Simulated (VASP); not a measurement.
# SnO2 (R-3m) in VASP: a series of runs

SnO2 is run at these levels: PBE; tasks: single point.

All numbers are computed with VASP 6.6.1; they aren't measurements. Logs are shortened: lines on timing, memory, paths and dates and some standing lists are left out, and cuts for length are marked.

### 1 The cell of the first run

It takes space group R-3m (No. 166, trigonal). The conventional cell has a = 3.205 Å, b = 3.205 Å, c = 14.622 Å, α = 90.00°, β = 90.00°, γ = 120.00°. Within 2.8 Å of Sn (site symmetry -3m) lie 6 O at 2.14 Å. O (site symmetry 3m) has 3 Sn at 2.14 Å and 3 O at 2.85 Å within 2.9 Å.

### 2 Single point, PBE (atoms shifted along a free coordinate)

Contents of INCAR:

```
SYSTEM = SnO2
PREC     = Accurate       ! precision mode
ENCUT    = 520            ! plane-wave cutoff, eV
EDIFF    = 1E-7           ! SCF threshold, eV
ISMEAR   = 0              ! smearing method
SIGMA    = 0.05           ! smearing width, eV
LREAL    = .False.        ! projectors in reciprocal space
LASPH    = .True.         ! aspherical terms in the spheres
NELM     = 80             ! most SCF steps
ALGO     = Normal         ! electronic algorithm
ISIF     = 2              ! what is computed and relaxed
LWAVE    = .False.        ! write WAVECAR
LCHARG   = .True.         ! write CHGCAR
GGA      = PE             ! functional
LELF     = .True.         ! ELF
LVHAR    = .True.       
NBANDS   = 20             ! bands
```

Contents of KPOINTS:

```
regular mesh
0
Gamma
  12 12 12
  0 0 0
```

Contents of POSCAR:

```
SnO2
1.0
    1.6022668400      0.9250691914      4.8741482374
   -1.6022668400      0.9250691914      4.8741482374
    0.0000000000     -1.8501383828      4.8741482374
Sn O
1 2
Direct
    0.5000000000      0.5000000000      0.5000000000
    0.2406435246      0.2406435246      0.2406435246
    0.7593564754      0.7593564754      0.7593564754
```

Potentials or basis: VASP PAW PBE potentials, release 64 (Sn_d, O).

The run is started by

```bash
> cat potpaw_PBE.64/Sn_d/POTCAR potpaw_PBE.64/O/POTCAR > POTCAR
> mpirun -np 1 vasp_std > vasp.out
```

OUTCAR:

```text
SYSTEM = SnO2
   PREC = Accurate
   ENCUT = 520
   EDIFF = 1E-7
   ISMEAR = 0
   LREAL = .False.
   LASPH = .True.
   NELM = 80
   ISIF = 2
   GGA = PE

 ion  position               nearest neighbor table
   1  0.500  0.500  0.500-   2 2.14   2 2.14   3 2.14   3 2.14   2 2.14   3 2.14
   2  0.241  0.241  0.241-   1 2.14   1 2.14   1 2.14
   3  0.759  0.759  0.759-   1 2.14   1 2.14   1 2.14

  LATTYP: Found a trigonal (rhomboedric) cell.
 ALAT       =     5.2134761029
 COS(alpha) =     0.8110943660

  Lattice vectors:

 A1 = (   1.6022668400,   0.9250691914,   4.8741482374)
 A2 = (  -1.6022668400,   0.9250691914,   4.8741482374)
 A3 = (   0.0000000000,  -1.8501383828,   4.8741482374)

Analysis of symmetry for initial positions (statically):
=====================================================================
 Subroutine PRICEL returns:
 Original cell was already a primitive cell.

 Routine SETGRP: Setting up the symmetry group for a
 trigonal (rhombohedral) supercell.

 Subroutine GETGRP returns: Found 12 space group operations
 (whereof 12 operations were pure point group operations)
 out of a pool of 12 trial point group operations.

The static configuration has the point symmetry D_3d.

Analysis of symmetry for dynamics (positions and initial velocities):
=====================================================================
 Subroutine PRICEL returns:
 Original cell was already a primitive cell.

 Routine SETGRP: Setting up the symmetry group for a
 trigonal (rhombohedral) supercell.

 Subroutine GETGRP returns: Found 12 space group operations
 (whereof 12 operations were pure point group operations)
 out of a pool of 12 trial point group operations.

The dynamic configuration has the point symmetry D_3d.

 Subroutine INISYM returns: Found 12 space group operations
 (whereof 12 operations are pure point group operations),
 and found     1 'primitive' translations

----------------------------------------------------------------------------------------

                                     Primitive cell

  volume of cell :      43.3470

  direct lattice vectors                    reciprocal lattice vectors
     1.602266840  0.925069191  4.874148237     0.312057884  0.180166703  0.068388017
    -1.602266840  0.925069191  4.874148237    -0.312057884  0.180166703  0.068388017
     0.000000000 -1.850138383  4.874148237     0.000000000 -0.360333407  0.068388017

  length of vectors
     5.213476103  5.213476103  5.213476103     0.366765709  0.366765709  0.366765709

  position of ions in fractional coordinates (direct lattice)
     0.500000000  0.500000000  0.500000000
     0.240643525  0.240643525  0.240643525
     0.759356475  0.759356475  0.759356475

  ion indices of the primitive-cell ions
   primitive index   ion index
                 1           1
                 2           2
                 3           3

----------------------------------------------------------------------------------------

 KPOINTS: regular mesh

Automatic generation of k-mesh.
 Grid dimensions read from file:
 generate k-points for:   12   12   12

 Generating k-lattice:

  Cartesian coordinates                     Fractional coordinates (reciprocal lattice)
     0.026004824  0.015013892  0.005699001     0.083333333  0.000000000  0.000000000
    -0.026004824  0.015013892  0.005699001     0.000000000  0.083333333  0.000000000
     0.000000000 -0.030027784  0.005699001     0.000000000  0.000000000  0.083333333

  Length of vectors
     0.030563809  0.030563809  0.030563809

  Shift w.r.t. Gamma in fractional coordinates (k-lattice)
     0.000000000  0.000000000  0.000000000

 Subroutine IBZKPT returns following result:
 ===========================================

 Found    189 irreducible k-points:

 Following reciprocal coordinates:
            Coordinates               Weight
  0.000000  0.000000  0.000000      1.000000
  0.083333  0.000000  0.000000      6.000000
  0.166667  0.000000  0.000000      6.000000
  0.250000 -0.000000  0.000000      6.000000
  0.333333  0.000000  0.000000      6.000000
  0.416667 -0.000000  0.000000      6.000000
[... 16 lines left out ...]
  0.500000  0.166667 -0.000000     12.000000
 -0.416667  0.166667  0.000000     12.000000
 [... further k-points ...]
   k-points           NKPTS =    189   k-points in BZ     NKDIM =    189   number of bands    NBANDS=     20
   number of dos      NEDOS =    301   number of ions     NIONS =      3
   total plane-waves  NPLWV =  64000
   dimension x,y,z NGX =    40 NGY =   40 NGZ =   40
   dimension x,y,z NGXF=    80 NGYF=   80 NGZF=   80
   ions per type =               1   2
   NGX,Y,Z   is equivalent  to a cutoff of  12.76, 12.76, 12.76 a.u.
   NGXF,Y,Z  is equivalent  to a cutoff of  25.51, 25.51, 25.51 a.u.
 SYSTEM =  SnO2
   PREC   = accura    normal or accurate (medium, high low for compatibility)
   ISTART =      0    job   : 0-new  1-cont  2-samecut
   ICHARG =      2    charge: 1-file 2-atom 10-const
   ISPIN  =      1    spin polarized calculation?
   LNONCOLLINEAR =      F non collinear calculations
   LSORBIT =      F    spin-orbit coupling
   LASPH  =      T    aspherical Exc in radial PAW
   ENCUT  =  520.0 eV  38.22 Ry    6.18 a.u.   9.69  9.69  9.69*2*pi/ulx,y,z
   NELM   =     80;   NELMIN=  2; NELMDL= -5     # of ELM steps
   EDIFF  = 0.1E-06   stopping-criterion for ELM
   LREAL  =      F    real-space projection
   EDIFFG = 0.1E-05   stopping-criterion for IOM
   NSW    =      0    number of steps for IOM
   IBRION =     -1    ionic relax: 0-MD 1-quasi-New 2-CG
   NFREE  =      0    steps in history (QN), initial steepest desc. (CG)
   ISIF   =      2    stress and relaxation
   ISYM   =      2    0-nonsym 1-usesym 2-fastsym
   POTIM  = 0.5000    time-step for ionic-motion
   TEBEG  =    0.0;   TEEND  =   0.0 temperature during run
   PSTRESS=    0.0 pullay stress
   NELECT =      26.0000    total number of electrons
   NUPDOWN=      -1.0000    fix difference up-down
   EMIN   =  10.00;   EMAX   =-10.00  energy-range for DOS
   EFERMI =   0.00;   METHOD = LEGACY
   ISMEAR =     0;   SIGMA  =   0.05  broadening in eV -4-tet -1-fermi 0-gaus
   EFERMI_NEDOS =   21; number of points for ismear=-14 and -15
   IALGO  =     38    algorithm
   IMIX   =      4    mixing-type and parameters
     AMIX     =   0.40;   BMIX     =  1.00
     AMIX_MAG =   1.60;   BMIX_MAG =  1.00
  volume/ion in A,a.u.               =      14.45        97.51
  Fermi-wavevector in a.u.,A,eV,Ry     =   1.380637  2.609026 25.934872  1.906159
  Thomas-Fermi vector in A             =   2.505496
   LORBIT       =      0    0 simple, 1 ext, 2 COOP (PROOUT), +10 PAW based schemes
   GGA     = PE    functional components
   LHFCALC =     F    Hartree Fock is set to
   AEXX    =    0.0000 exact exchange contribution
   IVDW    =     0    specifies the selected vdW correction
   LEPSILON=     F    determine dielectric tensor
   LRPA    =     F    only Hartree local field effects (RPA)
 non-spin polarized calculation
 Gauss-broadening in eV      SIGMA  =   0.05
  energy-cutoff  :      520.00
  volume of cell :       43.35
 maximum number of plane-waves:      1181
   NGX = 19   NGY = 19   NGZ = 19

 number of electron      25.9999998 magnetization

 Free energy of the ion-electron system (eV)
  ---------------------------------------------------
  ext. energy  EPLUGINS =         0.00000000
  ---------------------------------------------------
  free energy    TOTEN  =       -18.14299725 eV

  energy without entropy =      -18.14299725  energy(sigma->0) =      -18.14299725

 E-fermi :   3.5703     XC(G=0): -10.0461

 val. band max:        3.2634081806   @ k =  -0.1667   0.1667   0.0000
 cond. band min:       5.2241744541   @ k =   0.0000   0.0000   0.0000
 fundamental gap:      1.9607662735
 Fermi energy:         3.5703485681

 k-point     1 :       0.0000    0.0000    0.0000
  band No.  band energies     occupation
      1     -16.6760      2.00000
      2     -16.5492      2.00000
      3     -16.5492      2.00000
      4     -16.3635      2.00000
      5     -16.3635      2.00000
      6     -14.5914      2.00000
[... 12 lines left out ...]
     19      20.4245      0.00000
     20      20.4261      0.00000

 k-point     2 :       0.0833    0.0000    0.0000
  band No.  band energies     occupation
      1     -16.6567      2.00000
      2     -16.5920      2.00000
      3     -16.5331      2.00000
      4     -16.3838      2.00000
      5     -16.3651      2.00000
      6     -14.5377      2.00000
[... 12 lines left out ...]
     19      18.7870      0.00000
     20      20.4873      0.00000

 k-point     3 :       0.1667    0.0000    0.0000
  band No.  band energies     occupation
      1     -16.7509      2.00000
      2     -16.5762      2.00000
      3     -16.4920      2.00000
      4     -16.4160      2.00000
      5     -16.3664      2.00000
      6     -14.3723      2.00000
[... 12 lines left out ...]
     19      17.4436      0.00000
     20      20.7168      0.00000

 k-point     4 :       0.2500   -0.0000    0.0000
  band No.  band energies     occupation
      1     -16.9376      2.00000
      2     -16.5133      2.00000
      3     -16.4515      2.00000
      4     -16.4278      2.00000
      5     -16.3518      2.00000
      6     -14.1013      2.00000
[... 12 lines left out ...]
     19      16.4534      0.00000
     20      20.3880      0.00000

 k-point     5 :       0.3333    0.0000    0.0000
  band No.  band energies     occupation
      1     -17.1101      2.00000
      2     -16.5067      2.00000
      3     -16.4395      2.00000
      4     -16.3852      2.00000
      5     -16.3073      2.00000
      6     -13.7693      2.00000
[... 12 lines left out ...]
     19      15.9029      0.00000
     20      18.8801      0.00000
[... 353 lines left out ...]
      6     -13.8886      2.00000
[... 12 lines left out ...]
     19      16.8465      0.00000
     20      19.1368      0.00000

 k-point    22 :       0.4167    0.1667   -0.0000
  band No.  band energies     occupation
      1     -17.0584      2.00000
      2     -16.6032      2.00000
      3     -16.4622      2.00000
      4     -16.4067      2.00000
      5     -16.2955      2.00000
      6     -13.5043      2.00000
[... 12 lines left out ...]
     19      17.0449      0.00000
     20      18.0724      0.00000

 k-point    23 :       0.5000    0.1667   -0.0000
  band No.  band energies     occupation
      1     -17.1367      2.00000
      2     -16.6086      2.00000
      3     -16.4782      2.00000
      4     -16.3669      2.00000
      5     -16.2940      2.00000
      6     -13.1502      2.00000
[... 12 lines left out ...]
     19      17.1081      0.00000
     20      17.5050      0.00000

 k-point    24 :      -0.4167    0.1667    0.0000
  band No.  band energies     occupation
      1     -17.1648      2.00000
      2     -16.6111      2.00000
      3     -16.4847      2.00000
      4     -16.3313      2.00000
      5     -16.3132      2.00000
      6     -13.0028      2.00000
[... 12 lines left out ...]
     19      16.4767      0.00000
     20      17.7903      0.00000

 [... further k-points ...]

------------------------ aborting loop because EDIFF is reached ----------------------------------------

  FORCE on cell =-STRESS in cart. coord.  units (eV):
  Direction    XX          YY          ZZ          XY          YZ          ZX
  --------------------------------------------------------------------------------------
  -------------------------------------------------------------------------------------
  Total       -0.0252844     -0.0252844     -1.5766444      0.0000000     -0.0000000     -0.0000000
  in kB       -0.9345552     -0.9345552    -58.2754030      0.0000000     -0.0000000     -0.0000000
  external PRESSURE =     -20.0481711 kB  Pullay stress =       0.0000000 kB

 VOLUME and BASIS-vectors are now :
 -----------------------------------------------------------------------------
  energy-cutoff  :      520.00
  volume of cell :       43.35
      direct lattice vectors                 reciprocal lattice vectors
     1.602266840  0.925069191  4.874148237     0.312057884  0.180166703  0.068388017
    -1.602266840  0.925069191  4.874148237    -0.312057884  0.180166703  0.068388017
     0.000000000 -1.850138383  4.874148237     0.000000000 -0.360333407  0.068388017

 POSITION                                       TOTAL-FORCE (eV/Angst)
 -----------------------------------------------------------------------------------
      0.00000      0.00000      7.31122         0.000000      0.000000      0.000000
      0.00000      0.00000      3.51880        -0.000000     -0.000000     -0.785215
      0.00000      0.00000     11.10365        -0.000000      0.000000      0.785215
 -----------------------------------------------------------------------------------
    total drift:                                0.000000      0.000000      0.000000

  FREE ENERGIE OF THE ION-ELECTRON SYSTEM (eV)
  ---------------------------------------------------
  free  energy   TOTEN  =       -18.1429972496 eV

  energy  without entropy=      -18.1429972496  energy(sigma->0) =      -18.14299725
```

It took 2.9 min on 1 thread of Intel Xeon 6975P-C (Granite Rapids), shared host; peak memory 0.33 GiB.

Results:

```
Free energy            : -18.1430 eV
Pressure               : -2.0 GPa
Largest force          : 0.785 eV/Å
Band gap on the k mesh : 1.96 eV (least direct gap 2.01 eV)
```

Forces on the atoms (eV/Å):
```
Sn   0.000  0.000  0.000
O    0.000  0.000 -0.785
O    0.000  0.000  0.785
```

Stress tensor (GPa, compression positive):
```
-0.09  0.00  0.00
 0.00 -0.09  0.00
 0.00  0.00 -5.83
```

Caveat: the cell differs from its parent crystal (atoms shifted along a free coordinate); spin-orbit coupling is left out, which moves the levels of the heavy elements. A k mesh can miss the band edges.

### 3 Single point, PBE (atoms shifted along a free coordinate)

Contents of INCAR:

```
PREC     = Accurate       # precision mode
ENCUT    = 520            # plane-wave cutoff, eV
EDIFF    = 1E-6           # SCF threshold, eV
ISMEAR   = 0              # smearing method
SIGMA    = 0.05           # smearing width, eV
LREAL    = F              # projectors in reciprocal space
LASPH    = T              # aspherical terms in the spheres
NELM     = 100            # most SCF steps
ALGO     = Normal         # electronic algorithm
ISIF     = 2              # what is computed and relaxed
LWAVE    = F              # write WAVECAR
LCHARG   = F              # write CHGCAR
GGA      = PE             # functional
NBANDS   = 20             # bands
```

Contents of KPOINTS:

```
Automatic mesh
0
Gamma
  12 12 12
```

Contents of POSCAR:

```
SnO2
1.0
    1.6022668400      0.9250691914      4.8741482374
   -1.6022668400      0.9250691914      4.8741482374
    0.0000000000     -1.8501383828      4.8741482374
Sn O
1 2
Direct
    0.5000000000      0.5000000000      0.5000000000
    0.2291218238      0.2291218238      0.2291218238
    0.7708781762      0.7708781762      0.7708781762
```

Potentials or basis: VASP PAW PBE potentials, release 64 (Sn_d, O).

The run is started by

```bash
> cat potpaw_PBE.64/Sn_d/POTCAR potpaw_PBE.64/O/POTCAR > POTCAR
> mpirun -np 1 vasp_std > vasp.out
```

Run time: 2.9 min. Hardware: 1 thread of Intel Xeon 6975P-C (Granite Rapids), shared host; peak memory 0.33 GiB.

It converged, with:

- Free energy: -18.0155 eV
- Pressure: 12.5 GPa
- Largest force: 1.618 eV/Å
- Band gap on the k mesh: 2.35 eV (least direct gap 2.82 eV)

Forces in eV/Å, atoms in the order of the input:
```
Sn   0.000  0.000  0.000
O    0.000  0.000  1.618
O    0.000  0.000 -1.618
```

Stress tensor (GPa, compression positive):
```
13.49  0.00  0.00
 0.00 13.49  0.00
 0.00  0.00 10.51
```

Levels at points of the mesh, in eV from the valence-band top:
| k point | band 10 | band 11 | band 12 | band 13 | band 14 | band 15 | band 16 | band 17 |
| --- | --- | --- | --- | --- | --- | --- | --- | --- |
| (0.00, 0.00, 0.00) | -1.49 | -1.04 | -1.04 | -0.47 | 2.35 | 6.19 | 11.03 | 11.48 |
| (0.50, 0.00, 0.00) | -3.48 | -1.26 | -0.47 | -0.47 | 6.07 | 8.18 | 10.02 | 12.55 |
| (0.50, 0.50, 0.00) | -3.53 | -1.05 | -0.40 | -0.09 | 5.88 | 7.34 | 11.01 | 11.27 |
| (0.50, 0.50, 0.50) | -1.52 | -1.37 | -1.01 | -1.01 | 3.42 | 6.02 | 11.13 | 11.62 |

Caveat: the cell differs from its parent crystal (atoms shifted along a free coordinate); the cell stands under pressure; spin-orbit coupling is left out, which moves the levels of the heavy elements; forces of over 1 eV/Å act on the atoms, so gaps and moduli don't describe the material at rest.

### 4 Single point, PBE (atoms shifted along a free coordinate)

Contents of INCAR:

```
SYSTEM = SnO2
PREC     = Accurate       ! precision mode
ENCUT    = 520            ! plane-wave cutoff, eV
EDIFF    = 1E-7           ! SCF threshold, eV
ISMEAR   = 0              ! smearing method
SIGMA    = 0.05           ! smearing width, eV
LREAL    = .FALSE.        ! projectors in reciprocal space
LASPH    = .TRUE.         ! aspherical terms in the spheres
NELM     = 80             ! most SCF steps
ALGO     = Normal         ! electronic algorithm
ISIF     = 2              ! what is computed and relaxed
LWAVE    = .FALSE.        ! write WAVECAR
LCHARG   = .TRUE.         ! write CHGCAR
GGA      = PE             ! functional
LELF     = .TRUE.         ! ELF
LVHAR    = .TRUE.       
NBANDS   = 20             ! bands
```

Contents of KPOINTS:

```
Automatic mesh
0
G
  12 12 12
  0 0 0
```

Contents of POSCAR:

```
SnO2
1.0
    1.6022668400      0.9250691914      4.8741482374
   -1.6022668400      0.9250691914      4.8741482374
    0.0000000000     -1.8501383828      4.8741482374
Sn O
1 2
Direct
    0.5000000000      0.5000000000      0.5000000000
    0.2233609734      0.2233609734      0.2233609734
    0.7766390266      0.7766390266      0.7766390266
```

The run is started by

```bash
> cat potpaw_PBE.64/Sn_d/POTCAR potpaw_PBE.64/O/POTCAR > POTCAR
> mpirun -np 1 vasp_std > vasp.out
```

Run time: 3.2 min. Hardware: 1 thread of Intel Xeon 6975P-C (Granite Rapids), shared host; peak memory 0.33 GiB.

Results (log left out):

| Item | Value |
| --- | --- |
| Free energy | -17.6298 eV |
| Pressure | 21.7 GPa |
| Largest force | 2.978 eV/Å |
| Band gap on the k mesh | 2.49 eV (least direct gap 3.31 eV) |

Forces in eV/Å, atoms in the order of the input:
```
Sn   0.000  0.000  0.000
O    0.000  0.000  2.978
O    0.000  0.000 -2.978
```

Stress tensor (GPa, compression positive):
```
23.77  0.00  0.00
 0.00 23.77  0.00
 0.00  0.00 17.68
```

Levels at points of the mesh, in eV from the valence-band top:
| k point | band 10 | band 11 | band 12 | band 13 | band 14 | band 15 | band 16 | band 17 |
| --- | --- | --- | --- | --- | --- | --- | --- | --- |
| (0.00, 0.00, 0.00) | -1.67 | -1.23 | -1.23 | -0.83 | 2.49 | 6.52 | 10.54 | 11.63 |
| (0.50, 0.00, 0.00) | -3.96 | -1.10 | -0.51 | -0.38 | 6.48 | 8.26 | 9.70 | 12.00 |
| (0.50, 0.50, 0.00) | -3.99 | -0.92 | -0.32 | -0.20 | 6.33 | 7.35 | 10.50 | 11.46 |
| (0.50, 0.50, 0.50) | -1.69 | -1.61 | -1.22 | -1.22 | 3.52 | 6.20 | 10.65 | 11.77 |

Caveat: the cell differs from its parent crystal (atoms shifted along a free coordinate); the cell stands under pressure; spin-orbit coupling is left out, which moves the levels of the heavy elements; forces of over 1 eV/Å act on the atoms, so gaps and moduli don't describe the material at rest. A k mesh can miss the band edges.

### 5 The runs side by side

```tsv
cell	gap on the mesh (eV)	pressure (GPa)	largest force (eV/Å)
as given, atomic positions A	1.96	-2.0	0.79
as given, atomic positions B	2.35	12.5	1.62
as given, atomic positions C	2.49	21.7	2.98
```

Alike in all rows: task single point; level PBE; potentials or basis VASP PAW PBE potentials, release 64 (Sn_d, O); no spin polarisation; k mesh 12 × 12 × 12; cutoff (eV) 520; smearing gaussian 0.05 eV.

Caveats: spin-orbit coupling is left out, which moves the levels of the heavy elements; the cell stands under pressure (at least some runs); forces of over 1 eV/Å act on the atoms, so gaps and moduli don't describe the material at rest (at least some runs).

Absolute energies hang on the potentials; compare differences alone.
